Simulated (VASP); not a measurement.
Here is a VASP 6.6.1 calculation.

The input INCAR:

```
SYSTEM = ZnSe
ALGO = Normal ; EDIFF = 1E-6
ENCUT = 500 ; GGA = PS
GGA_COMPAT = .FALSE. ; ISIF = 2
ISMEAR = 0 ; LASPH = .TRUE.
LCHARG = .FALSE. ; LREAL = .FALSE.
LWAVE = .FALSE. ; NBANDS = 16
NELM = 120 ; PREC = Accurate
SIGMA = 0.02
```

KPOINTS

```
k-points
0
G
  8 8 8
  0 0 0
```

Contents of POSCAR:

```
ZnSe
1.0
    0.0000000000      2.8753363257      2.8753363257
    2.8753363257      0.0000000000      2.8753363257
    2.8753363257      2.8753363257      0.0000000000
Zn Se
1 1
Direct
    0.0000000000      0.0000000000      0.0000000000
    0.7500000000      0.7500000000      0.7500000000
```

Potentials or basis: VASP PAW PBE potentials, release 64 (Zn, Se).

Launch:

```sh
$ cat potpaw_PBE.64/Zn/POTCAR potpaw_PBE.64/Se/POTCAR > POTCAR
$ mpirun -np 1 vasp_std > vasp.out
```

Problem. Predict the band gap on the k mesh.

Solution. 1.00 eV, direct.

Problem. Predict the pressure.

Solution. -3.3 GPa.

Caveat: the cell differs from its parent crystal (Hg replaced by Zn, lengths x 0.976, strained); the PAW data sets were made with another functional, which shifts forces and pressure a little.
